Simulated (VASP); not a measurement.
# CuSi16 (a cell with a defect) in VASP: a series of runs, part 2 of 2

VASP 6.6.1. Earlier steps stand in the parts before.

### Step 3. Single point, PBE

File INCAR:

```
  PREC = Accurate
  ENCUT = 520
  EDIFF = 1E-6
  ISMEAR = 0
  SIGMA = 0.05
  LREAL = Auto
  LASPH = True
  NELM = 100
  ALGO = Normal
  ISIF = 2
  LWAVE = False
  LCHARG = False
  GGA = PE
  NBANDS = 52
  NELECT = 74.0
```

File KPOINTS:

```
Automatic mesh
0
Gamma
  2 2 2
```

File POSCAR:

```
CuSi16
1.0
    0.0000000000      5.4300000000      5.4300000000
    5.4300000000      0.0000000000      5.4300000000
    5.4300000000      5.4300000000      0.0000000000
Si Cu
16 1
Direct
   -0.0110615101      0.0354357274     -0.0117696133
    0.1307205341      0.1197597606      0.1305069061
    0.0023647330     -0.0144573665      0.5061883057
    0.1302219153      0.1196399632      0.6199101289
    0.0006169429      0.5079044199      0.0000941068
    0.1124067219      0.6639085635      0.1118487109
    0.0003745856      0.5079723757      0.4915296501
    0.1332714549      0.6110403315      0.6278359116
    0.5064871087     -0.0140517495      0.0019012891
    0.6206953039      0.1195326888      0.1297855433
    0.5060920810     -0.0139869245      0.5055683241
    0.6294402394      0.1122463168      0.6289730203
    0.4921692449      0.5078325967     -0.0001383057
    0.6282961326      0.6114193370      0.1324476980
    0.5051824125      0.4857367403      0.5043277164
    0.6280489871      0.6114887661      0.6275679558
    0.2371081952      0.2925601289      1.2359674954
```

Potentials or basis: VASP PAW PBE potentials, release 64 (Si, Cu).

The run is started by

```
cat potpaw_PBE.64/Si/POTCAR potpaw_PBE.64/Cu/POTCAR > POTCAR
mpirun -np 1 vasp_std > vasp.out
```

OUTCAR:

```text
PREC = Accurate
   ENCUT = 520
   EDIFF = 1E-6
   ISMEAR = 0
   LREAL = Auto
   LASPH = True
   NELM = 100
   ISIF = 2
   GGA = PE
   NELECT = 74.0

 ion  position               nearest neighbor table
   1  0.989  0.035  0.988-  10 2.32   4 2.32   2 2.32   6 2.33
   2  0.131  0.120  0.131-   1 2.32   3 2.36   9 2.36  17 2.43   5 2.43
   3  0.002  0.986  0.506-  12 2.34   8 2.35   4 2.36   2 2.36  17 2.95
   4  0.130  0.120  0.620-   1 2.32   3 2.36  11 2.36  17 2.43   7 2.43
   5  0.001  0.508  0.000-   8 2.34  14 2.34   6 2.39   2 2.43  17 2.57
   6  0.112  0.664  0.112-  17 2.33   1 2.33   5 2.39   7 2.39  13 2.39
   7  0.000  0.508  0.492-   8 2.34  16 2.34   6 2.39   4 2.43  17 2.56
   8  0.133  0.611  0.628-  15 2.33   5 2.34   7 2.34   3 2.35
   9  0.506  0.986  0.002-  12 2.34  14 2.35  10 2.36   2 2.36  17 2.95
  10  0.621  0.120  0.130-   1 2.32   9 2.36  11 2.36  17 2.42  13 2.43
  11  0.506  0.986  0.506-  12 2.34  16 2.35  10 2.36   4 2.36  17 2.94
  12  0.629  0.112  0.629-   3 2.34   9 2.34  11 2.34  15 2.34
  13  0.492  0.508  1.000-  16 2.34  14 2.34   6 2.39  10 2.43  17 2.56
  14  0.628  0.611  0.132-  15 2.33  13 2.34   5 2.34   9 2.35
  15  0.505  0.486  0.504-  16 2.33  14 2.33   8 2.33  12 2.34
  16  0.628  0.611  0.628-  15 2.33  13 2.34   7 2.34  11 2.35
  17  0.237  0.293  0.236-   6 2.33  10 2.42   4 2.43   2 2.43  13 2.56   7 2.56   5 2.57  11 2.94
                             9 2.95   3 2.95

  LATTYP: Found a face centered cubic cell.
 ALAT       =    10.8600000000

  Lattice vectors:

 A1 = (   0.0000000000,   5.4300000000,   5.4300000000)
 A2 = (   5.4300000000,   0.0000000000,   5.4300000000)
 A3 = (   5.4300000000,   5.4300000000,   0.0000000000)

Analysis of symmetry for initial positions (statically):
=====================================================================
 Subroutine PRICEL returns:
[... 159 lines left out ...]
  Thomas-Fermi vector in A             =   2.137265
   LORBIT       =      0    0 simple, 1 ext, 2 COOP (PROOUT), +10 PAW based schemes
   GGA     = PE    functional components
   LHFCALC =     F    Hartree Fock is set to
   AEXX    =    0.0000 exact exchange contribution
   IVDW    =     0    specifies the selected vdW correction
   LEPSILON=     F    determine dielectric tensor
   LRPA    =     F    only Hartree local field effects (RPA)
 non-spin polarized calculation
 Gauss-broadening in eV      SIGMA  =   0.05
  energy-cutoff  :      520.00
  volume of cell :      320.21
 maximum number of plane-waves:      8646
 NGX is ok and might be reduce to    60
   NGX = 29   NGY = 29   NGZ = 29

 number of electron      74.0000003 magnetization

 Free energy of the ion-electron system (eV)
  ---------------------------------------------------
  ext. energy  EPLUGINS =         0.00000000
  ---------------------------------------------------
  free energy    TOTEN  =       -94.22052686 eV

  energy without entropy =      -94.22052684  energy(sigma->0) =      -94.22052685

 E-fermi :   6.3805     XC(G=0):  -9.6084

 val. band max:        6.1950665661   @ k =   0.0000   0.0000   0.0000
 cond. band min:       6.5631597279   @ k =   0.0000   0.0000   0.0000
 fundamental gap:      0.3680931619
 Fermi energy:         6.3804954193

 k-point     1 :       0.0000    0.0000    0.0000
  band No.  band energies     occupation
      1      -5.8945      2.00000
      2      -3.5503      2.00000
      3      -3.5047      2.00000
      4      -3.4712      2.00000
      5      -3.4693      2.00000
      6      -2.0436      2.00000
[... 405 lines left out ...]
     48      10.5017      0.00000
     49      10.5077      0.00000
 [bands above 49 left out]

------------------------ aborting loop because EDIFF is reached ----------------------------------------

  FORCE on cell =-STRESS in cart. coord.  units (eV):
  Direction    XX          YY          ZZ          XY          YZ          ZX
  --------------------------------------------------------------------------------------
  -------------------------------------------------------------------------------------
  Total       -1.8112372     -1.8378486     -1.7933162     -0.2092377     -0.2065048      0.1705133
  in kB       -9.0626756     -9.1958279     -8.9730060     -1.0469380     -1.0332641      0.8531775
  external PRESSURE =      -9.0771698 kB  Pullay stress =       0.0000000 kB

 VOLUME and BASIS-vectors are now :
 -----------------------------------------------------------------------------
  energy-cutoff  :      520.00
  volume of cell :      320.21
      direct lattice vectors                 reciprocal lattice vectors
     0.000000000  5.430000000  5.430000000    -0.092081031  0.092081031  0.092081031
     5.430000000  0.000000000  5.430000000     0.092081031 -0.092081031  0.092081031
     5.430000000  5.430000000  0.000000000     0.092081031  0.092081031 -0.092081031

 POSITION                                       TOTAL-FORCE (eV/Angst)
 -----------------------------------------------------------------------------------
      5.55851     10.73603      5.56235        -0.008794      0.008922     -0.003030
      1.35895      1.41847      1.36011        -0.002796     -0.011468      0.003256
      8.10010      2.76144      5.36434         0.000155     -0.001482      0.003815
      4.01576      4.07322      1.35675         0.011552      0.003339     -0.000089
      2.75843      0.00386      2.76127        -0.009368      0.003663     -0.011832
      4.21236      1.21771      4.21539         0.007654     -0.010407      0.009641
[... 9 lines left out ...]
      6.72808      6.81800      6.73069         0.002775     -0.001147      0.005936
      2.86990      2.56880      2.87610        -0.004981     -0.000926     -0.010461
 -----------------------------------------------------------------------------------
    total drift:                                0.007656      0.001126     -0.000766

  FREE ENERGIE OF THE ION-ELECTRON SYSTEM (eV)
  ---------------------------------------------------
  free  energy   TOTEN  =       -94.2205268556 eV

  energy  without entropy=      -94.2205268442  energy(sigma->0) =      -94.22052685
```

stdout:

```text
POSCAR found type information on POSCAR SiCu
 POSCAR found :  2 types and      17 ions
 scaLAPACK will be used
 LDA part: xc-table for (Slater+PW92), standard interpolation
 POSCAR, INCAR and KPOINTS ok, starting setup
 FFT: planning ... GRIDC
 FFT: planning ... GRID_SOFT
 FFT: planning ... GRID
 WAVECAR not read
 entering main loop
 the old and the new charge density differ
 old charge density:    75.00000 new   74.00000
    0.230E+01
```

Wall time 3.2 min (1 thread of Intel Xeon 6975P-C (Granite Rapids), shared host); peak memory 0.49 GiB.

What came out:

| Item | Value |
| --- | --- |
| Free energy | -94.2205 eV |
| Largest force | 0.017 eV/Å |

Forces on the atoms (eV/Å):
```
Si  -0.009  0.009 -0.003
Si  -0.003 -0.011  0.003
Si   0.000 -0.001  0.004
Si   0.012  0.003  0.000
Si  -0.009  0.004 -0.012
Si   0.008 -0.010  0.010
Si   0.004  0.010 -0.013
Si   0.006 -0.009  0.005
Si  -0.002  0.000 -0.006
Si  -0.004  0.002  0.013
Si   0.002  0.006 -0.005
Si   0.002 -0.004  0.001
Si  -0.005  0.006  0.010
Si   0.003 -0.004  0.006
Si  -0.003  0.003 -0.008
Si   0.003 -0.001  0.006
Cu  -0.005 -0.001 -0.010
```

Caveat: the k points lie up to 0.50 Å⁻¹ apart; the cell carries a net charge on a neutralising background, which shifts energy and pressure; the cell is charged against a uniform background, so pressure and absolute levels hang on convention.
